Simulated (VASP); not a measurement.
# Al6SiSe3 (Pm-3m) in VASP: relaxation of cell and atoms with PBE

Aim: the relaxation of cell and atoms of Al6SiSe3 with PBE.

Everything below comes from runs of VASP 6.6.1. Logs are shortened: lines on timing, memory, paths and dates and some standing lists are left out, and cuts for length are marked.

## Step 1: The cell of the first run

The structure is cubic, space group Pm-3m (No. 221). The conventional cell has a = 6.108 Å, b = 6.108 Å, c = 6.108 Å, α = 90.00°, β = 90.00°, γ = 90.00°. Al (site symmetry 4mm) has 6 Al at 2.47 to 3.49 Å and 4 Se at 3.32 Å within 3.5 Å. Within 4.0 Å of Si (site symmetry m-3m) lie 6 Se at 3.05 Å. Within 4.0 Å of Se (site symmetry 4/mmm) lie 2 Si at 3.05 Å and 8 Al at 3.32 Å.

The cell was built from a structure type or drawn by symmetry, and may not be a known phase.

## Step 2: Relaxation of cell and atoms, PBE

INCAR

```
ALGO = Fast
EDIFF = 1E-6
EDIFFG = -0.04
ENCUT = 600
GGA = PE
IBRION = 2
ISIF = 3
ISMEAR = 0
LASPH = True
LCHARG = False
LREAL = False
LWAVE = False
NELM = 100
NSW = 90
PREC = Accurate
SIGMA = 0.1
```

KPOINTS

```
k-points
0
Gamma
  4 4 4
```

POSCAR

```
Al6SiSe3
1.0
    6.1078998400      0.0000000000      0.0000000000
    0.0000000000      6.1078998400      0.0000000000
    0.0000000000      0.0000000000      6.1078998400
Al Si Se
6 1 3
Direct
    0.2145338700      0.5000000000      0.5000000000
    0.7854661300      0.5000000000      0.5000000000
    0.5000000000      0.2145338700      0.5000000000
    0.5000000000      0.7854661300      0.5000000000
    0.5000000000      0.5000000000      0.2145338700
    0.5000000000      0.5000000000      0.7854661300
    0.0000000000      0.0000000000      0.0000000000
    0.5000000000      0.0000000000      0.0000000000
    0.0000000000      0.5000000000      0.0000000000
    0.0000000000      0.0000000000      0.5000000000
```

Potentials or basis: VASP PAW PBE potentials, release 64 (Al, Si, Se).

Run with:

```console
> cat potpaw_PBE.64/Al/POTCAR potpaw_PBE.64/Si/POTCAR potpaw_PBE.64/Se/POTCAR > POTCAR
> mpirun -np 1 vasp_std > vasp.out
```

OUTCAR:

```text
EDIFF = 1E-6
   EDIFFG = -0.04
   ENCUT = 600
   GGA = PE
   IBRION = 2
   ISIF = 3
   ISMEAR = 0
   LASPH = True
   LREAL = False
   NELM = 100
   NSW = 90
   PREC = Accurate

 ion  position               nearest neighbor table
   1  0.215  0.500  0.500-   3 2.47   4 2.47   5 2.47   6 2.47   2 2.62
   2  0.785  0.500  0.500-   3 2.47   4 2.47   5 2.47   6 2.47   1 2.62
   3  0.500  0.215  0.500-   1 2.47   2 2.47   5 2.47   6 2.47   4 2.62
   4  0.500  0.785  0.500-   1 2.47   2 2.47   5 2.47   6 2.47   3 2.62
   5  0.500  0.500  0.215-   1 2.47   2 2.47   3 2.47   4 2.47   6 2.62
   6  0.500  0.500  0.785-   1 2.47   2 2.47   3 2.47   4 2.47   5 2.62
   7  0.000  0.000  0.000-
   8  0.500  0.000  0.000-
   9  0.000  0.500  0.000-
  10  0.000  0.000  0.500-

  LATTYP: Found a simple cubic cell.
 ALAT       =     6.1078998400

  Lattice vectors:

 A1 = (   6.1078998400,   0.0000000000,   0.0000000000)
 A2 = (   0.0000000000,   6.1078998400,   0.0000000000)
 A3 = (   0.0000000000,   0.0000000000,   6.1078998400)

Analysis of symmetry for initial positions (statically):
=====================================================================
 Subroutine PRICEL returns:
 Original cell was already a primitive cell.

 Routine SETGRP: Setting up the symmetry group for a
 simple cubic supercell.

 Subroutine GETGRP returns: Found 48 space group operations
 (whereof 48 operations were pure point group operations)
 out of a pool of 48 trial point group operations.

The static configuration has the point symmetry O_h .

Analysis of symmetry for dynamics (positions and initial velocities):
=====================================================================
 Subroutine PRICEL returns:
 Original cell was already a primitive cell.

 Routine SETGRP: Setting up the symmetry group for a
 simple cubic supercell.

 Subroutine GETGRP returns: Found 48 space group operations
 (whereof 48 operations were pure point group operations)
 out of a pool of 48 trial point group operations.

The dynamic configuration has the point symmetry O_h .

 Subroutine INISYM returns: Found 48 space group operations
 (whereof 48 operations are pure point group operations),
 and found     1 'primitive' translations

----------------------------------------------------------------------------------------

                                     Primitive cell

  volume of cell :     227.8640

  direct lattice vectors                    reciprocal lattice vectors
     6.107899840  0.000000000  0.000000000     0.163722397  0.000000000  0.000000000
     0.000000000  6.107899840  0.000000000     0.000000000  0.163722397  0.000000000
     0.000000000  0.000000000  6.107899840     0.000000000  0.000000000  0.163722397

  length of vectors
     6.107899840  6.107899840  6.107899840     0.163722397  0.163722397  0.163722397

  position of ions in fractional coordinates (direct lattice)
     0.214533870  0.500000000  0.500000000
     0.785466130  0.500000000  0.500000000
     0.500000000  0.214533870  0.500000000
     0.500000000  0.785466130  0.500000000
     0.500000000  0.500000000  0.214533870
     0.500000000  0.500000000  0.785466130
     0.000000000  0.000000000  0.000000000
     0.500000000  0.000000000  0.000000000
     0.000000000  0.500000000  0.000000000
     0.000000000  0.000000000  0.500000000

  ion indices of the primitive-cell ions
   primitive index   ion index
                 1           1
                 2           2
                 3           3
                 4           4
                 5           5
                 6           6
                 7           7
                 8           8
                 9           9
                10          10

----------------------------------------------------------------------------------------

 KPOINTS: k-points

Automatic generation of k-mesh.
 Grid dimensions read from file:
 generate k-points for:    4    4    4

 Generating k-lattice:

  Cartesian coordinates                     Fractional coordinates (reciprocal lattice)
     0.040930599  0.000000000  0.000000000     0.250000000  0.000000000  0.000000000
     0.000000000  0.040930599  0.000000000     0.000000000  0.250000000  0.000000000
     0.000000000  0.000000000  0.040930599     0.000000000  0.000000000  0.250000000

  Length of vectors
     0.040930599  0.040930599  0.040930599

  Shift w.r.t. Gamma in fractional coordinates (k-lattice)
     0.000000000  0.000000000  0.000000000

 Subroutine IBZKPT returns following result:
 ===========================================

 Found     10 irreducible k-points:

 Following reciprocal coordinates:
            Coordinates               Weight
  0.000000  0.000000  0.000000      1.000000
  0.250000  0.000000  0.000000      6.000000
  0.500000  0.000000  0.000000      3.000000
  0.250000  0.250000  0.000000     12.000000
  0.500000  0.250000  0.000000     12.000000
  0.500000  0.500000  0.000000      3.000000
  0.250000  0.250000  0.250000      8.000000
  0.500000  0.250000  0.250000     12.000000
  0.500000  0.500000  0.250000      6.000000
  0.500000  0.500000  0.500000      1.000000
   k-points           NKPTS =     10   k-points in BZ     NKDIM =     10   number of bands    NBANDS=     26
   number of dos      NEDOS =    301   number of ions     NIONS =     10
   total plane-waves  NPLWV = 125000
   dimension x,y,z NGX =    50 NGY =   50 NGZ =   50
   dimension x,y,z NGXF=   100 NGYF=  100 NGZF=  100
   ions per type =               6   1   3
   NGX,Y,Z   is equivalent  to a cutoff of  13.61, 13.61, 13.61 a.u.
   NGXF,Y,Z  is equivalent  to a cutoff of  27.22, 27.22, 27.22 a.u.
 SYSTEM =  unknown system
   PREC   = accura    normal or accurate (medium, high low for compatibility)
   ISTART =      0    job   : 0-new  1-cont  2-samecut
   ICHARG =      2    charge: 1-file 2-atom 10-const
   ISPIN  =      1    spin polarized calculation?
   LNONCOLLINEAR =      F non collinear calculations
   LSORBIT =      F    spin-orbit coupling
   LASPH  =      T    aspherical Exc in radial PAW
   ENCUT  =  600.0 eV  44.10 Ry    6.64 a.u.  12.20 12.20 12.20*2*pi/ulx,y,z
   NELM   =    100;   NELMIN=  2; NELMDL= -5     # of ELM steps
   EDIFF  = 0.1E-05   stopping-criterion for ELM
   LREAL  =      F    real-space projection
   EDIFFG = -.4E-01   stopping-criterion for IOM
   NSW    =     90    number of steps for IOM
   IBRION =      2    ionic relax: 0-MD 1-quasi-New 2-CG
   NFREE  =      1    steps in history (QN), initial steepest desc. (CG)
   ISIF   =      3    stress and relaxation
   ISYM   =      2    0-nonsym 1-usesym 2-fastsym
   POTIM  = 0.5000    time-step for ionic-motion
   TEBEG  =    0.0;   TEEND  =   0.0 temperature during run
   PSTRESS=    0.0 pullay stress
   NELECT =      40.0000    total number of electrons
   NUPDOWN=      -1.0000    fix difference up-down
   EMIN   =  10.00;   EMAX   =-10.00  energy-range for DOS
   EFERMI =   0.00;   METHOD = LEGACY
   ISMEAR =     0;   SIGMA  =   0.10  broadening in eV -4-tet -1-fermi 0-gaus
   EFERMI_NEDOS =   21; number of points for ismear=-14 and -15
   IALGO  =     68    algorithm
   IMIX   =      4    mixing-type and parameters
     AMIX     =   0.40;   BMIX     =  1.00
     AMIX_MAG =   1.60;   BMIX_MAG =  1.00
  volume/ion in A,a.u.               =      22.79       153.77
  Fermi-wavevector in a.u.,A,eV,Ry     =   0.916649  1.732215 11.432225  0.840245
  Thomas-Fermi vector in A             =   2.041528
   LORBIT       =      0    0 simple, 1 ext, 2 COOP (PROOUT), +10 PAW based schemes
   GGA     = PE    functional components
   LHFCALC =     F    Hartree Fock is set to
   AEXX    =    0.0000 exact exchange contribution
   IVDW    =     0    specifies the selected vdW correction
   LEPSILON=     F    determine dielectric tensor
   LRPA    =     F    only Hartree local field effects (RPA)
 conjugate gradient relaxation of ions
 non-spin polarized calculation
 RMM-DIIS sequential band-by-band and
 Gauss-broadening in eV      SIGMA  =   0.10
  energy-cutoff  :      600.00
  volume of cell :      227.86
 maximum number of plane-waves:      7664
 NGX is ok and might be reduce to    50
   NGX = 25   NGY = 25   NGZ = 25

--------------------------------------- Ionic step        1  -------------------------------------------

 number of electron      40.0000004 magnetization

 Free energy of the ion-electron system (eV)
  ---------------------------------------------------
  ext. energy  EPLUGINS =         0.00000000
  ---------------------------------------------------
  free energy    TOTEN  =       -33.83187759 eV

  energy without entropy =      -33.80256439  energy(sigma->0) =      -33.81722099

------------------------ aborting loop because EDIFF is reached ----------------------------------------

  FORCE on cell =-STRESS in cart. coord.  units (eV):
  Direction    XX          YY          ZZ          XY          YZ          ZX
  --------------------------------------------------------------------------------------
  -------------------------------------------------------------------------------------
  Total        2.0705790      2.0705790      2.0705790     -0.0000000     -0.0000000      0.0000000
  in kB       14.5588368     14.5588368     14.5588368     -0.0000000     -0.0000000      0.0000000
  external PRESSURE =      14.5588368 kB  Pullay stress =       0.0000000 kB
[... 293 lines left out ...]
  energy  without entropy=      -35.4093166555  energy(sigma->0) =      -35.42193372

--------------------------------------- Ionic step        8  -------------------------------------------

 number of electron      40.0000003 magnetization

 Free energy of the ion-electron system (eV)
  ---------------------------------------------------
  ext. energy  EPLUGINS =         0.00000000
  ---------------------------------------------------
  free energy    TOTEN  =       -35.43494381 eV

  energy without entropy =      -35.41014732  energy(sigma->0) =      -35.42254557

 E-fermi :   4.3187     XC(G=0):  -9.2104

 val. band max:        4.3181442483   @ k =   0.5000   0.5000   0.0000
 cond. band min:       4.3280643621   @ k =   0.2500   0.0000   0.0000
 fundamental gap:      0.0099201138
 Fermi energy:         4.3186911575

 k-point     1 :       0.0000    0.0000    0.0000
  band No.  band energies     occupation
      1      -8.5151      2.00000
      2      -7.7939      2.00000
      3      -7.7939      2.00000
      4      -3.9710      2.00000
      5      -1.6348      2.00000
      6      -0.8110      2.00000
[... 316 lines left out ...]
  FREE ENERGIE OF THE ION-ELECTRON SYSTEM (eV)
  ---------------------------------------------------
  free  energy   TOTEN  =       -35.4349438071 eV

  energy  without entropy=      -35.4101473248  energy(sigma->0) =      -35.42254557

 reached required accuracy - stopping structural energy minimisation
```

Wall time 4.9 min (1 thread of Intel Xeon Platinum 8488C (Sapphire Rapids), shared host); peak memory 0.4 GiB.

What came out:

```yaml
Free_energy: -35.4349 eV
Relaxed_volume: 22.58 Å³/atom
Relaxed_cell: a = 6.090 Å, b = 6.090 Å, c = 6.090 Å, α = 90.00°, β = 90.00°, γ = 90.00°
Space_group_after_relaxing_to_0.1_Å: Pm-3m (No. 221)
Energy_gained_by_relaxing: 160.3 meV/atom
Ionic_steps: 8
Pressure_after_relaxing: 0.0 GPa
Band_gap_on_the_k_mesh: zero (bands 20 and 21 overlap by 0.05 eV)
```

Step by step:
```
step  energy change (eV)  largest force (eV/Å)  pressure (GPa)  volume (Å³)
   1              0.0000                4.0564            1.46       227.86
   2             -1.1541                2.2137           -0.92       234.76
   3             -1.5738                0.1124           -1.36       232.38
   4             -1.5741                0.0326           -1.36       232.47
   5             -1.6004                0.1660           -0.08       226.42
   6             -1.6004                0.1611           -0.12       226.56
   7             -1.6027                0.0627            0.04       225.57
   8             -1.6031                0.0006            0.00       225.84
```

Final structure:
```yaml
crystal:
  lattice:
    - [6.08978, 0.00000, 0.00000]
    - [0.00000, 6.08978, 0.00000]
    - [0.00000, 0.00000, 6.08978]
  atoms:
    - { symbol: Al, position: [0.19305, 0.50000, 0.50000] }
    - { symbol: Al, position: [0.80695, 0.50000, 0.50000] }
    - { symbol: Al, position: [0.50000, 0.19305, 0.50000] }
    - { symbol: Al, position: [0.50000, 0.80695, 0.50000] }
    - { symbol: Al, position: [0.50000, 0.50000, 0.19305] }
    - { symbol: Al, position: [0.50000, 0.50000, 0.80695] }
    - { symbol: Si, position: [0.00000, 0.00000, 0.00000] }
    - { symbol: Se, position: [0.50000, 0.00000, 0.00000] }
    - { symbol: Se, position: [0.00000, 0.50000, 0.00000] }
    - { symbol: Se, position: [0.00000, 0.00000, 0.50000] }
```
